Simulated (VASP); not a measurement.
Wanted: the native input for a VASP 6.6.1 run.

```yaml
Task: single point
Functional: RPBE
Potentials_or_basis: VASP PAW PBE potentials, release 64 (Li_sv, H)
Cutoff: 520 eV
k_mesh: 7 × 7 × 7
Occupations: gaussian, width 0.01 eV
Spin: no spin polarisation
Dipole_correction: no
Further_INCAR_settings: ALGO = Normal; EDIFF = 1e-06; NBANDS = 9
```

The structure of LiH lies in POSCAR:

```
LiH
1.0
    0.0000000000      2.0349723145      2.0349723145
    2.0349723145      0.0000000000      2.0349723145
    2.0349723145      2.0349723145      0.0000000000
Li H
1 1
Direct
    0.0000000000      0.0000000000      0.0000000000
    0.5000000000      0.5000000000      0.5000000000
```

One way to write it, as run:

INCAR

```
SYSTEM = LiH
ALGO = Normal
EDIFF = 1E-6
ENCUT = 520
GGA = RP
ISIF = 2
ISMEAR = 0
LASPH = .TRUE.
LCHARG = .TRUE.
LELF = .TRUE.
LREAL = .FALSE.
LVHAR = .TRUE.
LWAVE = .FALSE.
NBANDS = 9
NELM = 80
PREC = Accurate
SIGMA = 0.01
```

KPOINTS

```
k-points
0
G
  7 7 7
  0 0 0
```

Potentials or basis: VASP PAW PBE potentials, release 64 (Li_sv, H).

Run with:

```sh
$ cat potpaw_PBE.64/Li_sv/POTCAR potpaw_PBE.64/H/POTCAR > POTCAR
$ mpirun -np 1 vasp_std > vasp.out
```

It gave:

```yaml
Band_gap_on_the_k_mesh: 3.64 eV, direct
```

Run time: 7.3 s on 1 thread of Intel Xeon 8259CL, with other jobs on the host, peak memory 0.13 GiB.
